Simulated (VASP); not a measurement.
Runs of VASP 6.6.1 on InP. The structure is that of space group F-43m (No. 216), or close to it. The cells are those of the table. 

| cell | gap on the mesh (eV) | pressure (GPa) |
| --- | --- | --- |
| a = 4.209, b = 4.209, c = 4.114 Å, angles 60.7, 60.7, 58.5°, 2 atoms | (c) | -0.1 |
| a = 4.208, b = 4.208, c = 4.240 Å, angles 59.8, 59.8, 60.5°, 2 atoms | (b) | -2.0 |
| a = 4.177, b = 4.177, c = 4.114 Å, angles 60.5, 60.5, 59.0°, 2 atoms | 1.07 | 0.9 |
| a = 4.271, b = 4.271, c = 4.240 Å, angles 60.2, 60.2, 59.5°, 2 atoms | 0.66 | -3.6 |
| a = 4.208, b = 4.208, c = 4.177 Å, angles 60.2, 60.2, 59.5°, 2 atoms | (a) | -1.1 |

Alike in all rows: task single point; level r2SCAN; potentials or basis VASP PAW PBE potentials, release 64 (In_d, P); no spin polarisation; k mesh 8 × 8 × 8; cutoff (eV) 520; smearing gaussian 0.05 eV.

Question: Estimate the missing entries.

Answer: (a) 0.92; (b) 0.81; (c) 0.95.

Caveats: the PAW data sets were made with another functional, which shifts forces and pressure a little; spin-orbit coupling is left out, which moves the levels of the heavy elements; the cell stands under tension (at least some runs); semilocal functionals underestimate gaps, and a narrow one can read as zero (at least some runs).

A k mesh can miss the band edges, and the runs leave out spin-orbit coupling on In.
